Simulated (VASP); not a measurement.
# Os (I4/mmm) in VASP: notebook

The runs below take Os through single point, with PBEsol.

All numbers are computed with VASP 6.6.1; they aren't measurements. Logs are shortened: lines on timing, memory, paths and dates and some standing lists are left out, and cuts for length are marked.

## 1. The cell of the first run

Symmetry: I4/mmm, No. 139, tetragonal system. Conventional cell: a = 2.451 Å, b = 2.451 Å, c = 4.901 Å, α = 90.00°, β = 90.00°, γ = 90.00°. Os (site symmetry 4/mmm) has 12 Os at 2.45 to 3.00 Å within 3.2 Å.

## 2. Single point, PBEsol

Input file INCAR:

```
PREC = Accurate
ENCUT = 520
EDIFF = 1E-7
ISMEAR = 0
SIGMA = 0.15
LREAL = False
LASPH = True
NELM = 60
ALGO = Fast
ISIF = 2
LWAVE = False
LCHARG = False
GGA = PS
NBANDS = 10
```

Input file KPOINTS:

```
Automatic mesh
0
Gamma
  24 24 24
```

Input file POSCAR:

```
Os
1.0
    0.0000000000      1.7328852397      2.4502997289
    1.7328852397      0.0000000000      2.4502997289
    1.7328852397      1.7328852397      0.0000000000
Os
1
Direct
    0.0000000000      0.0000000000      0.0000000000
```

Potentials or basis: VASP PAW PBE potentials, release 64 (Os).

Started as:

```
$ cat potpaw_PBE.64/Os/POTCAR > POTCAR
$ mpirun -np 1 vasp_std > vasp.out
```

OUTCAR:

```text
PREC = Accurate
   ENCUT = 520
   EDIFF = 1E-7
   ISMEAR = 0
   LREAL = False
   LASPH = True
   NELM = 60
   ISIF = 2
   GGA = PS

 ion  position               nearest neighbor table
   1  0.000  0.000  0.000-

  LATTYP: Found a body centered tetragonal cell.
 ALAT       =     2.4506698080
 C/A-ratio  =     1.9996979772

  Lattice vectors:

 A1 = (  -1.7328852397,   0.0000000000,   2.4502997289)
 A2 = (   1.7328852397,   0.0000000000,   2.4502997289)
 A3 = (   0.0000000000,   1.7328852397,  -2.4502997289)

Analysis of symmetry for initial positions (statically):
=====================================================================
 Subroutine PRICEL returns:
 Original cell was already a primitive cell.

 Routine SETGRP: Setting up the symmetry group for a
 body centered tetragonal supercell.

 Subroutine GETGRP returns: Found 16 space group operations
 (whereof 16 operations were pure point group operations)
 out of a pool of 16 trial point group operations.

The static configuration has the point symmetry D_4h.

Analysis of symmetry for dynamics (positions and initial velocities):
=====================================================================
 Subroutine PRICEL returns:
 Original cell was already a primitive cell.

 Routine SETGRP: Setting up the symmetry group for a
 body centered tetragonal supercell.

 Subroutine GETGRP returns: Found 16 space group operations
 (whereof 16 operations were pure point group operations)
 out of a pool of 16 trial point group operations.

The dynamic configuration has the point symmetry D_4h.

 Subroutine INISYM returns: Found 16 space group operations
 (whereof 16 operations are pure point group operations),
 and found     1 'primitive' translations

----------------------------------------------------------------------------------------

                                     Primitive cell

  volume of cell :      14.7160

  direct lattice vectors                    reciprocal lattice vectors
     0.000000000  1.732885240  2.450299729    -0.288536130  0.288536130  0.204056669
     1.732885240  0.000000000  2.450299729     0.288536130 -0.288536130  0.204056669
     1.732885240  1.732885240  0.000000000     0.288536130  0.288536130 -0.204056669

  length of vectors
     3.001143118  3.001143118  2.450669808     0.456229460  0.456229460  0.456229460

  position of ions in fractional coordinates (direct lattice)
     0.000000000  0.000000000  0.000000000

  ion indices of the primitive-cell ions
   primitive index   ion index
                 1           1

[... 77 lines left out ...]
   ISIF   =      2    stress and relaxation
   ISYM   =      2    0-nonsym 1-usesym 2-fastsym
   POTIM  = 0.5000    time-step for ionic-motion
   TEBEG  =    0.0;   TEEND  =   0.0 temperature during run
   PSTRESS=    0.0 pullay stress
   NELECT =       8.0000    total number of electrons
   NUPDOWN=      -1.0000    fix difference up-down
   EMIN   =  10.00;   EMAX   =-10.00  energy-range for DOS
   EFERMI =   0.00;   METHOD = LEGACY
   ISMEAR =     0;   SIGMA  =   0.15  broadening in eV -4-tet -1-fermi 0-gaus
   EFERMI_NEDOS =   21; number of points for ismear=-14 and -15
   IALGO  =     68    algorithm
   IMIX   =      4    mixing-type and parameters
     AMIX     =   0.40;   BMIX     =  1.00
     AMIX_MAG =   1.60;   BMIX_MAG =  1.00
  volume/ion in A,a.u.               =      14.72        99.31
  Fermi-wavevector in a.u.,A,eV,Ry     =   1.336109  2.524880 24.288947  1.785187
  Thomas-Fermi vector in A             =   2.464761
   LORBIT       =      0    0 simple, 1 ext, 2 COOP (PROOUT), +10 PAW based schemes
   GGA     = PS    functional components
   LHFCALC =     F    Hartree Fock is set to
   AEXX    =    0.0000 exact exchange contribution
   IVDW    =     0    specifies the selected vdW correction
   LEPSILON=     F    determine dielectric tensor
   LRPA    =     F    only Hartree local field effects (RPA)
 non-spin polarized calculation
 RMM-DIIS sequential band-by-band and
 Gauss-broadening in eV      SIGMA  =   0.15
  energy-cutoff  :      520.00
  volume of cell :       14.72
 maximum number of plane-waves:       417
   NGX = 11   NGY = 11   NGZ =  9

 number of electron       8.0000000 magnetization

 Free energy of the ion-electron system (eV)
  ---------------------------------------------------
  ext. energy  EPLUGINS =         0.00000000
  ---------------------------------------------------
  free energy    TOTEN  =       -10.83064212 eV

  energy without entropy =      -10.81745313  energy(sigma->0) =      -10.82404763

 E-fermi :   8.7219     XC(G=0): -13.7975

 val. band max:        8.7198689208   @ k =   0.3333   0.1250   0.0000
 cond. band min:       8.7220520900   @ k =  -0.4167   0.2917   0.2083
 fundamental gap:      0.0021831692
 Fermi energy:         8.7218793759

 k-point     1 :       0.0000    0.0000    0.0000
  band No.  band energies     occupation
      1      -1.9084      2.00000
      2       2.7411      2.00000
      3       4.6571      2.00000
      4       8.1379      2.00000
      5       8.1379      2.00000
      6      11.5489      0.00000
      7      22.5003      0.00000
      8      24.6241      0.00000
      9      31.9140      0.00000
     10      31.9140      0.00000
[... 287 lines left out ...]
 k-point    24 :       0.4583    0.0417    0.0000
  band No.  band energies     occupation
      1       1.4199      2.00000
      2       3.4927      2.00000
      3       7.8686      2.00000
      4       8.0877      2.00000
      5      10.1909      0.00000
      6      10.3862      0.00000
      7      18.4339      0.00000
      8      20.6757      0.00000
      9      30.0538      0.00000
     10      32.4845      0.00000

 [... further k-points ...]

------------------------ aborting loop because EDIFF is reached ----------------------------------------

  FORCE on cell =-STRESS in cart. coord.  units (eV):
  Direction    XX          YY          ZZ          XY          YZ          ZX
  --------------------------------------------------------------------------------------
  -------------------------------------------------------------------------------------
  Total        4.1108883      4.1108883     -5.1131350      0.0000000      0.0000000     -0.0000000
  in kB      447.5663715    447.5663715   -556.6843687      0.0000000      0.0000000     -0.0000000
  external PRESSURE =     112.8161248 kB  Pullay stress =       0.0000000 kB

 VOLUME and BASIS-vectors are now :
 -----------------------------------------------------------------------------
  energy-cutoff  :      520.00
  volume of cell :       14.72
      direct lattice vectors                 reciprocal lattice vectors
     0.000000000  1.732885240  2.450299729    -0.288536130  0.288536130  0.204056669
     1.732885240  0.000000000  2.450299729     0.288536130 -0.288536130  0.204056669
     1.732885240  1.732885240  0.000000000     0.288536130  0.288536130 -0.204056669

 POSITION                                       TOTAL-FORCE (eV/Angst)
 -----------------------------------------------------------------------------------
      0.00000      0.00000      0.00000         0.000000      0.000000      0.000000
 -----------------------------------------------------------------------------------
    total drift:                                0.000000      0.000000     -0.000000

  FREE ENERGIE OF THE ION-ELECTRON SYSTEM (eV)
  ---------------------------------------------------
  free  energy   TOTEN  =       -10.8306421231 eV

  energy  without entropy=      -10.8174531287  energy(sigma->0) =      -10.82404763
```

OSZICAR:

```text
N       E                     dE             d eps       ncg     rms          rms(c)
DAV:   1     0.357310679727E+02    0.35731E+02   -0.42159E+03 21828   0.742E+02
DAV:   2    -0.103315877259E+02   -0.46063E+02   -0.43474E+02 21920   0.200E+02
DAV:   3    -0.114363813203E+02   -0.11048E+01   -0.10948E+01 25180   0.285E+01
DAV:   4    -0.114393843637E+02   -0.30030E-02   -0.30025E-02 23902   0.168E+00
DAV:   5    -0.114393948997E+02   -0.10536E-04   -0.10536E-04 23934   0.893E-02    0.167E+01
RMM:   6    -0.109643770085E+02    0.47502E+00   -0.23268E-01 21316   0.372E+00    0.768E+00
RMM:   7    -0.108344286430E+02    0.12995E+00   -0.22506E-01 21545   0.328E+00    0.863E-01
RMM:   8    -0.108339025286E+02    0.52611E-03   -0.71200E-03 23262   0.106E+00    0.104E+00
RMM:   9    -0.108332624777E+02    0.64005E-03   -0.67580E-04 24554   0.213E-01    0.172E+00
RMM:  10    -0.108307868708E+02    0.24756E-02   -0.14817E-03 22867   0.469E-01    0.234E+00
RMM:  11    -0.108307258323E+02    0.61038E-04   -0.19445E-04 23361   0.974E-02    0.100E+00
RMM:  12    -0.108306523119E+02    0.73520E-04   -0.18942E-05 24411   0.372E-02    0.462E-01
RMM:  13    -0.108306417419E+02    0.10570E-04   -0.11119E-05 23878   0.223E-02    0.767E-02
RMM:  14    -0.108306421604E+02   -0.41845E-06   -0.10925E-06 24315   0.810E-03    0.521E-03
RMM:  15    -0.108306421231E+02    0.37239E-07   -0.16594E-07 20252   0.374E-03
   1 F= -.10830642E+02 E0= -.10824048E+02  d E =-.131890E-01
```

stdout:

```text
POSCAR found type information on POSCAR Os
 POSCAR found :  1 types and       1 ions
 scaLAPACK will be used
 -----------------------------------------------------------------------------
|                                                                             |
|                                                                             |
|     You enforced a specific xc type in the INCAR file but a different       |
|     I HOPE YOU KNOW WHAT YOU ARE DOING!                                     |
|                                                                             |
 -----------------------------------------------------------------------------

 LDA part: xc-table for (Slater+PW92), standard interpolation
 POSCAR, INCAR and KPOINTS ok, starting setup
 FFT: planning ... GRIDC
 FFT: planning ... GRID_SOFT
 FFT: planning ... GRID
 WAVECAR not read
 entering main loop
```

Run time: 3 min. Hardware: 1 thread of Intel Xeon 8259CL, shared host; peak memory 0.28 GiB.

Results:

| Quantity | Value |
| --- | --- |
| Free energy | -10.8306 eV |
| Pressure | 11.3 GPa |
| Band gap on the k mesh | zero (bands 4 and 5 overlap by 3.73 eV) |

Stress tensor (GPa, compression positive):
```
 44.76   0.00   0.00
  0.00  44.76   0.00
  0.00   0.00 -55.67
```

Caveat: the stress differs along the axes, from -56 to 45 GPa; the PAW data sets were made with another functional, which shifts forces and pressure a little; spin-orbit coupling is left out, which moves the levels of the heavy elements.

## 3. Single point, PBEsol

This run uses another cell than the first one, of the same volume but with other edges.

Input file INCAR:

```
ALGO     = Fast           # electronic algorithm
EDIFF    = 1E-6           # SCF threshold, eV
ENCUT    = 520            # plane-wave cutoff, eV
GGA      = PS             # functional
ISIF     = 2              # what is computed and relaxed
ISMEAR   = 0              # smearing method
LASPH    = T              # aspherical terms in the spheres
LCHARG   = T              # write CHGCAR
LELF     = T              # ELF
LREAL    = F              # projectors in reciprocal space
LVHAR    = T            
LWAVE    = F              # write WAVECAR
NBANDS   = 10             # bands
NELM     = 100            # most SCF steps
PREC     = Accurate       # precision mode
SIGMA    = 0.15           # smearing width, eV
```

Input file KPOINTS:

```
k-points
0
Gamma
  24 24 24
```

Input file POSCAR:

```
Os
1.0
    0.0000000000      2.0532726884      1.7452817851
    2.0532726884      0.0000000000      1.7452817851
    2.0532726884      2.0532726884      0.0000000000
Os
1
Direct
    0.0000000000      0.0000000000      0.0000000000
```

Potentials or basis: VASP PAW PBE potentials, release 64 (Os).

Started as:

```
$ cat potpaw_PBE.64/Os/POTCAR > POTCAR
$ mpirun -np 1 vasp_std > vasp.out
```

Wall time 3.6 min (1 thread of Intel Xeon 8259CL, shared host); peak memory 0.28 GiB.

It converged, with:

```yaml
Free_energy: -11.7908 eV
Pressure: -15.6 GPa
Band_gap_on_the_k_mesh: zero (bands 4 and 5 overlap by 4.86 eV)
```

Stress tensor (GPa, compression positive):
```
-32.72   0.00   0.00
  0.00 -32.72   0.00
  0.00   0.00  18.53
```

Levels at points of the mesh, in eV from the Fermi level:
| k point | band 2 | band 3 | band 4 | band 5 | band 6 | band 7 |
| --- | --- | --- | --- | --- | --- | --- |
| (0.00, 0.00, 0.00) | -3.33 | -3.33 | -1.51 | -1.42 | 0.82 | 14.67 |
| (0.50, 0.00, 0.00) | -4.12 | -1.70 | -0.26 | 1.41 | 2.88 | 8.48 |
| (0.50, 0.50, 0.00) | -6.72 | 2.19 | 2.81 | 2.81 | 4.62 | 9.98 |
| (0.50, 0.00, 0.50) | -6.17 | 1.06 | 1.64 | 1.75 | 3.48 | 10.14 |

Caveat: the stress differs along the axes, from -33 to 19 GPa; the PAW data sets were made with another functional, which shifts forces and pressure a little; spin-orbit coupling is left out, which moves the levels of the heavy elements.

## 4. Single point, PBEsol

This run uses another cell than the first one, of the same volume but with other edges.

Input file INCAR:

```
  PREC = Accurate
  ENCUT = 520
  EDIFF = 1E-6
  ISMEAR = 0
  SIGMA = 0.15
  LREAL = F
  LASPH = T
  NELM = 80
  ALGO = Fast
  ISIF = 2
  LWAVE = F
  LCHARG = F
  GGA = PS
  NBANDS = 10
```

Input file KPOINTS:

```
Automatic mesh
0
Gamma
  24 24 24
```

Input file POSCAR:

```
Os
1.0
    0.0000000000      1.8303150762      2.1963780914
    1.8303150762      0.0000000000      2.1963780914
    1.8303150762      1.8303150762      0.0000000000
Os
1
Direct
    0.0000000000      0.0000000000      0.0000000000
```

Started as:

```
$ cat potpaw_PBE.64/Os/POTCAR > POTCAR
$ mpirun -np 1 vasp_std > vasp.out
```

Run time: 3.2 min. Hardware: 1 thread of Intel Xeon 8259CL, shared host; peak memory 0.28 GiB.

The run converged. Its results:

```yaml
Free_energy: -11.6997 eV
Pressure: -12.4 GPa
Band_gap_on_the_k_mesh: zero (bands 4 and 5 overlap by 4.34 eV)
```

Stress tensor (GPa, compression positive):
```
  9.53   0.00   0.00
  0.00   9.53   0.00
  0.00   0.00 -56.19
```

Levels at points of the mesh, in eV from the Fermi level:
| k point | band 2 | band 3 | band 4 | band 5 | band 6 | band 7 |
| --- | --- | --- | --- | --- | --- | --- |
| (0.00, 0.00, 0.00) | -4.48 | -2.04 | -1.77 | -1.77 | 1.56 | 14.75 |
| (0.50, 0.00, 0.00) | -4.17 | -1.75 | -0.22 | 1.69 | 2.50 | 8.70 |
| (0.50, 0.50, 0.00) | -6.49 | -0.10 | 2.56 | 2.60 | 2.60 | 8.31 |
| (0.50, 0.00, 0.50) | -6.32 | 1.24 | 1.54 | 3.51 | 4.32 | 10.11 |

Caveat: the stress differs along the axes, from -56 to 10 GPa; the PAW data sets were made with another functional, which shifts forces and pressure a little; spin-orbit coupling is left out, which moves the levels of the heavy elements.

## 5. Overview

| cell | further INCAR settings | gap on the mesh (eV) | pressure (GPa) |
| --- | --- | --- | --- |
| a = 3.001, b = 3.001, c = 2.451 Å, angles 65.9, 65.9, 48.2°, 1 atom | ALGO = Fast; EDIFF = 1e-07; NBANDS = 10 | none | 11.3 |
| a = 2.695, b = 2.695, c = 2.904 Å, angles 57.4, 57.4, 65.2°, 1 atom | ALGO = Fast; EDIFF = 1e-06; NBANDS = 10 | none | -15.6 |
| a = 2.859, b = 2.859, c = 2.588 Å, angles 63.1, 63.1, 53.8°, 1 atom | ALGO = Fast; EDIFF = 1e-06; NBANDS = 10 | none | -12.4 |

Alike in all rows: task single point; level PBEsol; potentials or basis VASP PAW PBE potentials, release 64 (Os); no spin polarisation; k mesh 24 × 24 × 24; cutoff (eV) 520; smearing gaussian 0.15 eV.

Caveats: the PAW data sets were made with another functional, which shifts forces and pressure a little; spin-orbit coupling is left out, which moves the levels of the heavy elements; the stress differs along the axes, from -56 to 45 GPa (at least some runs); the stress differs along the axes, from -33 to 19 GPa (at least some runs); the stress differs along the axes, from -56 to 10 GPa (at least some runs).

Total energies depend on the potentials used, so only differences within one code and one set of settings carry meaning.
